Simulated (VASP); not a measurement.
# Ga (Cmce) in VASP: single point with r2SCAN

Aim: the single point of Ga with r2SCAN.

Everything below comes from runs of VASP 6.6.1. Logs are shortened: lines on timing, memory, paths and dates and some standing lists are left out, and cuts for length are marked.

### Step 1. The cell of the first run

Symmetry: Cmce, No. 64, orthorhombic system. Conventional cell: a = 4.403 Å, b = 7.484 Å, c = 4.473 Å, α = 90.00°, β = 90.00°, γ = 90.00°. Ga (site symmetry m) has 7 Ga at 2.45 to 2.72 Å within 3.2 Å.

### Step 2. Single point, r2SCAN (18.43 Å³/atom)

File POSCAR:

```
Ga
1.0
    2.2016864978     -3.7419623247      0.0000000000
    2.2016864978      3.7419623247      0.0000000000
    0.0000000000      0.0000000000      4.4733545923
Ga
4
Direct
    0.8442341898      0.1557658102      0.0855794274
    0.6557658102      0.3442341898      0.5855794274
    0.1557658102      0.8442341898      0.9144205726
    0.3442341898      0.6557658102      0.4144205726
```

File INCAR.step1:

```
ALGO     = Normal         # electronic algorithm
EDIFF    = 1E-4           # SCF threshold, eV
ENCUT    = 520            # plane-wave cutoff, eV
GGA      = PE             # functional
ISMEAR   = -1             # smearing method
LASPH    = T              # aspherical terms in the spheres
LCHARG   = F              # write CHGCAR
LREAL    = F              # projectors in reciprocal space
LWAVE    = T              # write WAVECAR
NBANDS   = 34             # bands
NELM     = 100            # most SCF steps
PREC     = Accurate       # precision mode
SIGMA    = 0.1            # smearing width, eV
```

File INCAR.step2:

```
ALGO     = Normal         # electronic algorithm
EDIFF    = 1E-6           # SCF threshold, eV
ENCUT    = 520            # plane-wave cutoff, eV
ISIF     = 2              # what is computed and relaxed
ISMEAR   = -1             # smearing method
ISTART   = 1            
LASPH    = T              # aspherical terms in the spheres
LCHARG   = F              # write CHGCAR
LMIXTAU  = T            
LREAL    = F              # projectors in reciprocal space
LWAVE    = F              # write WAVECAR
METAGGA  = R2SCAN         # meta-GGA
NBANDS   = 34             # bands
NELM     = 100            # most SCF steps
PREC     = Accurate       # precision mode
SIGMA    = 0.1            # smearing width, eV
```

File KPOINTS:

```
k-points
0
Gamma
  11 11 9
```

Potentials or basis: VASP PAW PBE potentials, release 64 (Ga_d).

Launch:

```console
$ cat potpaw_PBE.64/Ga_d/POTCAR > POTCAR
$ cp INCAR.step1 INCAR
$ mpirun -np 1 vasp_std > vasp.out
$ cp INCAR.step2 INCAR
$ mpirun -np 1 vasp_std > vasp.out
```

OUTCAR:

```text
EDIFF = 1E-6
   ENCUT = 520
   ISIF = 2
   ISMEAR = -1
   ISTART = 1
   LASPH = T
   LREAL = F
   METAGGA = R2SCAN
   NELM = 100
   PREC = Accurate

 ion  position               nearest neighbor table
   1  0.844  0.156  0.086-   3 2.45   2 2.64   2 2.64   4 2.65   4 2.65   3 2.72   3 2.72
   2  0.656  0.344  0.586-   4 2.45   1 2.64   1 2.64   3 2.65   3 2.65   4 2.72   4 2.72
   3  0.156  0.844  0.914-   1 2.45   4 2.64   4 2.64   2 2.65   2 2.65   1 2.72   1 2.72
   4  0.344  0.656  0.414-   2 2.45   3 2.64   3 2.64   1 2.65   1 2.65   2 2.72   2 2.72

  LATTYP: Found a base centered orthorhombic cell.
 ALAT       =     4.4033729956
 B/A-ratio  =     1.6995890779
 C/A-ratio  =     1.0158927251

  Lattice vectors:

 A1 = (   2.2016864978,  -3.7419623247,   0.0000000000)
 A2 = (   2.2016864978,   3.7419623247,   0.0000000000)
 A3 = (   0.0000000000,   0.0000000000,   4.4733545923)

Analysis of symmetry for initial positions (statically):
=====================================================================
 Subroutine PRICEL returns:
 Original cell was already a primitive cell.

 Routine SETGRP: Setting up the symmetry group for a
 base centered orthorhombic supercell.

 Subroutine GETGRP returns: Found  8 space group operations
 (whereof  4 operations were pure point group operations)
 out of a pool of  8 trial point group operations.

The static configuration has the point symmetry C_2h.
 The point group associated with its full space group is D_2h.

Analysis of symmetry for dynamics (positions and initial velocities):
=====================================================================
 Subroutine PRICEL returns:
 Original cell was already a primitive cell.

 Routine SETGRP: Setting up the symmetry group for a
 base centered orthorhombic supercell.

 Subroutine GETGRP returns: Found  8 space group operations
 (whereof  4 operations were pure point group operations)
 out of a pool of  8 trial point group operations.

The dynamic configuration has the point symmetry C_2h.
 The point group associated with its full space group is D_2h.

 Subroutine INISYM returns: Found  8 space group operations
 (whereof  4 operations are pure point group operations),
 and found     1 'primitive' translations

----------------------------------------------------------------------------------------

                                     Primitive cell
[... 87 lines left out ...]
   ISTART =      1    job   : 0-new  1-cont  2-samecut
   ICHARG =      0    charge: 1-file 2-atom 10-const
   ISPIN  =      1    spin polarized calculation?
   LNONCOLLINEAR =      F non collinear calculations
   LSORBIT =      F    spin-orbit coupling
   LASPH  =      T    aspherical Exc in radial PAW
   ENCUT  =  520.0 eV  38.22 Ry    6.18 a.u.   8.07  8.07  8.32*2*pi/ulx,y,z
   NELM   =    100;   NELMIN=  2; NELMDL=  0     # of ELM steps
   EDIFF  = 0.1E-05   stopping-criterion for ELM
   LREAL  =      F    real-space projection
   EDIFFG = 0.1E-04   stopping-criterion for IOM
   NSW    =      0    number of steps for IOM
   IBRION =     -1    ionic relax: 0-MD 1-quasi-New 2-CG
   NFREE  =      0    steps in history (QN), initial steepest desc. (CG)
   ISIF   =      2    stress and relaxation
   ISYM   =      2    0-nonsym 1-usesym 2-fastsym
   POTIM  = 0.5000    time-step for ionic-motion
   TEBEG  =    0.0;   TEEND  =   0.0 temperature during run
   PSTRESS=    0.0 pullay stress
   NELECT =      52.0000    total number of electrons
   NUPDOWN=      -1.0000    fix difference up-down
   EMIN   =  10.00;   EMAX   =-10.00  energy-range for DOS
   EFERMI =   0.00;   METHOD = LEGACY
   ISMEAR =    -1;   SIGMA  =   0.10  broadening in eV -4-tet -1-fermi 0-gaus
   EFERMI_NEDOS =   21; number of points for ismear=-14 and -15
   IALGO  =     38    algorithm
   IMIX   =      4    mixing-type and parameters
     AMIX     =   0.40;   BMIX     =  1.00
     AMIX_MAG =   1.60;   BMIX_MAG =  1.00
  volume/ion in A,a.u.               =      18.43       124.35
  Fermi-wavevector in a.u.,A,eV,Ry     =   1.457370  2.754030 28.897792  2.123928
  Thomas-Fermi vector in A             =   2.574180
   LORBIT       =      0    0 simple, 1 ext, 2 COOP (PROOUT), +10 PAW based schemes
   METAGGA = R2SCAN    functional components
   LHFCALC =     F    Hartree Fock is set to
   AEXX    =    0.0000 exact exchange contribution
   IVDW    =     0    specifies the selected vdW correction
   LEPSILON=     F    determine dielectric tensor
   LRPA    =     F    only Hartree local field effects (RPA)
 non-spin polarized calculation
  energy-cutoff  :      520.00
  volume of cell :       73.71
 maximum number of plane-waves:      2006
   NGX = 17   NGY = 17   NGZ = 17

 number of electron      52.0000010 magnetization

 Free energy of the ion-electron system (eV)
  ---------------------------------------------------
  ext. energy  EPLUGINS =         0.00000000
  ---------------------------------------------------
  free energy    TOTEN  =       -45.75152727 eV

  energy without entropy =      -45.72771225  energy(sigma->0) =      -45.73961976

 E-fermi :   5.4724     XC(G=0): -11.9972

 val. band max:        5.4526438478   @ k =  -0.4545   0.3636   0.2222
 cond. band min:       5.4724411600   @ k =   0.0000   0.0000   0.4444
 fundamental gap:      0.0197973122
 Fermi energy:         5.4723963103

 k-point     1 :       0.0000    0.0000    0.0000
  band No.  band energies     occupation
      1     -10.3132      2.00000
      2     -10.2989      2.00000
      3     -10.2548      2.00000
      4     -10.2423      2.00000
      5     -10.2248      2.00000
      6     -10.1983      2.00000
[... 877 lines left out ...]
     33      11.6006      0.00000
     34      12.3036      0.00000

 [... further k-points ...]
[... 5 lines left out ...]
  --------------------------------------------------------------------------------------
  -------------------------------------------------------------------------------------
  Total        1.4080399      1.4961352      1.2294907      0.0000000     -0.0000000      0.0000000
  in kB       30.6060533     32.5209485     26.7249952      0.0000000     -0.0000000      0.0000000
  external PRESSURE =      29.9506657 kB  Pullay stress =       0.0000000 kB

 VOLUME and BASIS-vectors are now :
 -----------------------------------------------------------------------------
  energy-cutoff  :      520.00
  volume of cell :       73.71
      direct lattice vectors                 reciprocal lattice vectors
     2.201686498 -3.741962325  0.000000000     0.227098636 -0.133619731  0.000000000
     2.201686498  3.741962325  0.000000000     0.227098636  0.133619731  0.000000000
     0.000000000  0.000000000  4.473354592     0.000000000  0.000000000  0.223545882

 POSITION                                       TOTAL-FORCE (eV/Angst)
 -----------------------------------------------------------------------------------
      2.20169     -2.57622      0.38283         0.000000     -0.001892     -0.001043
      2.20169     -1.16574      2.61950         0.000000      0.001892     -0.001043
      2.20169      2.57622      4.09053         0.000000      0.001892      0.001043
      2.20169      1.16574      1.85385         0.000000     -0.001892      0.001043
 -----------------------------------------------------------------------------------
    total drift:                                0.000000     -0.000000      0.000000

  FREE ENERGIE OF THE ION-ELECTRON SYSTEM (eV)
  ---------------------------------------------------
  free  energy   TOTEN  =       -45.7515272663 eV

  energy  without entropy=      -45.7277122530  energy(sigma->0) =      -45.73961976
```

OSZICAR.step1:

```text
N       E                     dE             d eps       ncg     rms          rms(c)
DAV:   1     0.356287909796E+03    0.35629E+03   -0.25411E+04 12738   0.295E+03
DAV:   2     0.318197576222E+02   -0.32447E+03   -0.31609E+03 12568   0.532E+02
DAV:   3    -0.102697656057E+02   -0.42090E+02   -0.41621E+02 13822   0.151E+02
DAV:   4    -0.115810653945E+02   -0.13113E+01   -0.13059E+01 14234   0.298E+01
DAV:   5    -0.116085724116E+02   -0.27507E-01   -0.27497E-01 15690   0.444E+00    0.269E+00
DAV:   6    -0.115216585497E+02    0.86914E-01   -0.21243E-01 15430   0.649E+00    0.146E+00
DAV:   7    -0.115040774401E+02    0.17581E-01   -0.60057E-02 18296   0.274E+00    0.325E-01
DAV:   8    -0.115027077406E+02    0.13697E-02   -0.14115E-02 13126   0.131E+00    0.476E-02
DAV:   9    -0.115028778204E+02   -0.17008E-03   -0.11204E-03 13524   0.345E-01    0.269E-02
DAV:  10    -0.115028839222E+02   -0.61018E-05   -0.18686E-04  9428   0.157E-01
   1 F= -.11502884E+02 E0= -.11489550E+02  d E =-.266682E-01
```

Wall time 25 min (1 thread of Intel Xeon 8259CL, shared host); peak memory 0.42 GiB.

What came out:

* Free energy: -45.7515 eV
* Pressure: 3.0 GPa
* Band gap on the k mesh: zero (bands 26 and 27 overlap by 1.32 eV)

Forces in eV/Å, atoms in the order of the input:
```
Ga   0.000 -0.002 -0.001
Ga   0.000  0.002 -0.001
Ga   0.000  0.002  0.001
Ga   0.000 -0.002  0.001
```

Levels at points of the mesh, in eV from the Fermi level:
```csv
k point,band 23,band 24,band 25,band 26,band 27,band 28,band 29,band 30
"(0.00, 0.00, 0.00)",-4.19,-1.98,-1.41,-0.88,0.98,1.15,1.35,5.80
```

Caveat: the PAW data sets were made with another functional, which shifts forces and pressure a little.
